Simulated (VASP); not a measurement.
CdSe:

```xyz
2
Lattice="0.0000 3.0703 3.0703 3.0703 0.0000 3.0703 3.0703 3.0703 0.0000" Properties=species:S:1:pos:R:3 pbc="T T T"
Cd    0.0000    0.0000    0.0000
Se    1.5351    1.5351    1.5351
```

Base run:

```yaml
Program: VASP 6.6.1
Functional: PBEsol
Potentials_or_basis: VASP PAW PBE potentials, release 64 (Cd, Se)
Cutoff: 520 eV
k_mesh: 8 × 8 × 8
Occupations: fermi-dirac, width 0.05 eV
Spin: non-collinear spin, zero start, spin-orbit coupling
Starting_moments: "[[0.0, 0.0, 0.0], [0.0, 0.0, 0.0]] μB"
```

Its results: pressure -1.1 GPa; net moment 0.00 μB per cell.

Q: The run is repeated on the same cell with these changes: functional from PBEsol to HSE06; k mesh from 8 × 8 × 8 to 4 × 4 × 4. What comes out?

A: Pressure 0.4 GPa; net moment 0.00 μB per cell.

Several settings changed at once.

Caveats: some runs use coarse meshes; the PAW data sets were made with another functional, which shifts forces and pressure a little.
